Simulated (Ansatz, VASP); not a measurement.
**Au in VASP and in Ansatz**

INCAR

```
SYSTEM = Au
PREC     = Accurate       ! precision mode
ENCUT    = 520            ! plane-wave cutoff, eV
EDIFF    = 1E-6           ! SCF threshold, eV
ISMEAR   = -1             ! smearing method
SIGMA    = 0.05           ! smearing width, eV
LREAL    = .False.        ! projectors in reciprocal space
LASPH    = .True.         ! aspherical terms in the spheres
NELM     = 80             ! most SCF steps
ALGO     = Fast           ! electronic algorithm
ISIF     = 2              ! what is computed and relaxed
LWAVE    = .False.        ! write WAVECAR
LCHARG   = .True.         ! write CHGCAR
GGA      = VW             ! functional
LELF     = .True.         ! ELF
LVHAR    = .True.       
NBANDS   = 12             ! bands
```

The input KPOINTS:

```
Automatic mesh
0
Gamma
  11 11 11
  0 0 0
```

File POSCAR:

```
Au
1.0
    0.0000000000      2.0749120936      2.0749120936
    2.0749120936      0.0000000000      2.0749120936
    2.0749120936      2.0749120936      0.0000000000
Au
1
Direct
    0.0000000000      0.0000000000      0.0000000000
```

Contents of input.yaml:

```yaml
crystal:
  lattice:
    - [0.0, 2.0749120936, 2.0749120936]
    - [2.0749120936, 0.0, 2.0749120936]
    - [2.0749120936, 2.0749120936, 0.0]
  atoms:
    - { symbol: Au, position: [0.0, 0.0, 0.0] }
hamiltonian:
  xc: { exchange: slater, correlation: vwn5 }
  pseudopotentials: { kind: paw }
kpoints:
  mp_grid: { grid: [11, 11, 11] }
scf:
  occupations: { method: fermi_dirac, width: 0.05 }
output:
  forces: true
  stress: true
  eigenvalues: true
```

Alike in both runs: task single point; functional SVWN5; k mesh 11 × 11 × 11; occupations fermi-dirac, width 0.05 eV; no spin polarisation.

|  | VASP | Ansatz |
| --- | --- | --- |
| version | VASP 6.6.1 | Ansatz 0.2.0 |
| potentials or method | VASP PAW PBE potentials, release 64 (Au) | Ansatz PAW |
| plane-wave cutoff (eV) | 520 | 420 |
| valence electrons in the cell | 11 | 19 |

Ansatz gave:

- gap on the k mesh at the Fermi level (eV): none
- pressure (GPa): -11.9

Q: Estimate VASP's values.

A: gap on the k mesh at the Fermi level (eV): none; pressure (GPa): -12.1.

VASP's potentials were made for PBE, not for SVWN5. A gap of «none» marks a metal or a gap that the smearing closes. VASP's potentials hold 11 valence electrons a cell and Ansatz's 19, so a difference there can come from the potentials and not from the codes.

Spin-orbit coupling is off throughout.
